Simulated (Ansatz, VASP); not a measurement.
**MnO2: VASP beside Ansatz**

INCAR

```
PREC = Accurate
ENCUT = 600
EDIFF = 1E-6
ISMEAR = 0
SIGMA = 0.1
LREAL = False
LASPH = True
NELM = 200
ALGO = Normal
ISIF = 2
LWAVE = False
LCHARG = False
ISPIN = 2
MAGMOM = 4 4 4 4 0 0 0 0 0 0 0 0
LORBIT = 11
LMAXMIX = 4
GGA = PE
NBANDS = 66
GGA_COMPAT = False
```

Contents of KPOINTS:

```
regular mesh
0
Gamma
  6 6 2
```

File POSCAR:

```
MnO2
1.0
    5.4554424385      0.0000000000      0.0000000000
   -2.7277212192      4.7245517407      0.0000000000
    0.0000000000      0.0000000000      9.2312014077
Mn O
4 8
Direct
    0.6666666667      0.3333333333      0.9372042249
    0.6666666667      0.3333333333      0.5627957751
    0.3333333333      0.6666666667      0.0627957751
    0.3333333333      0.6666666667      0.4372042249
    0.0000000000      0.4173772812      0.0000000000
    0.4173772812      0.4173772812      0.5000000000
    0.5826227188      0.0000000000      0.5000000000
    0.5826227188      0.5826227188      0.0000000000
    0.0000000000      0.5826227188      0.5000000000
    0.6666666667      0.3333333333      0.7500000000
    0.3333333333      0.6666666667      0.2500000000
    0.4173772812      0.0000000000      0.0000000000
```

Input for Ansatz:

```yaml
crystal:
  lattice:
    - [5.4554424385, 0.0, 0.0]
    - [-2.7277212192, 4.7245517407, 0.0]
    - [0.0, 0.0, 9.2312014077]
  atoms:
    - { symbol: Mn, position: [0.6666666667, 0.3333333333, 0.9372042249], spin: 4.0 }
    - { symbol: Mn, position: [0.6666666667, 0.3333333333, 0.5627957751], spin: 4.0 }
    - { symbol: Mn, position: [0.3333333333, 0.6666666667, 0.0627957751], spin: 4.0 }
    - { symbol: Mn, position: [0.3333333333, 0.6666666667, 0.4372042249], spin: 4.0 }
    - { symbol: O, position: [0.0, 0.4173772812, 0.0] }
    - { symbol: O, position: [0.4173772812, 0.4173772812, 0.5] }
    - { symbol: O, position: [0.5826227188, 0.0, 0.5] }
    - { symbol: O, position: [0.5826227188, 0.5826227188, 0.0] }
    - { symbol: O, position: [0.0, 0.5826227188, 0.5] }
    - { symbol: O, position: [0.6666666667, 0.3333333333, 0.75] }
    - { symbol: O, position: [0.3333333333, 0.6666666667, 0.25] }
    - { symbol: O, position: [0.4173772812, 0.0, 0.0] }
basis:
  ecutwfc: 420
kpoints:
  mp_grid: { grid: [6, 6, 2] }
hamiltonian:
  xc: pbe
scf:
  occupations: { method: gaussian, width: 0.1 }
  lower_state_search: "off"
output:
  forces: true
  stress: true
  eigenvalues: true
  populations: true
magnetization:
  spin_polarized: true
```

Alike in both runs: task single point; functional PBE; k mesh 6 × 6 × 2; occupations gaussian, width 0.1 eV; collinear spin.

|  | VASP | Ansatz |
| --- | --- | --- |
| version | VASP 6.6.1 | Ansatz 0.2.0 |
| potentials or method | VASP PAW PBE potentials, release 64 (Mn_pv, O), cutoff 600 eV | scalar-relativistic, plane waves, PAW |
| valence electrons in the cell | 100 | 108 |

Ansatz gave:

| Quantity | Value |
| --- | --- |
| gap on the k mesh at the Fermi level (eV) | none |
| pressure (GPa) | 0.0 |
| traceless stress, the component that is largest in VASP (GPa) | 0.63 |
| rms of the force components (eV/Å) | 0.036 |
| net moment per atom (μB) | 0.56 |
| size of the moment on the site where the two differ most (μB) | 1.30 |

**Question.** Which values does VASP return?

**Answer.** gap on the k mesh at the Fermi level (eV): none; pressure (GPa): 0.3; traceless stress, the component that is largest in VASP (GPa): 0.62; rms of the force components (eV/Å): 0.040; net moment per atom (μB): 0.56; size of the moment on the site where the two differ most (μB): 1.52.

Site moments also hang on the region over which each program counts them. Atom by atom the forces differ by 0.014 eV/Å (rms over components). A gap of «none» marks a metal or a gap that the smearing closes. The functional is the same, so the differences come from potentials, cutoffs and numerics. VASP's potentials hold 100 valence electrons a cell and Ansatz's 108, so a difference there can come from the potentials and not from the codes.
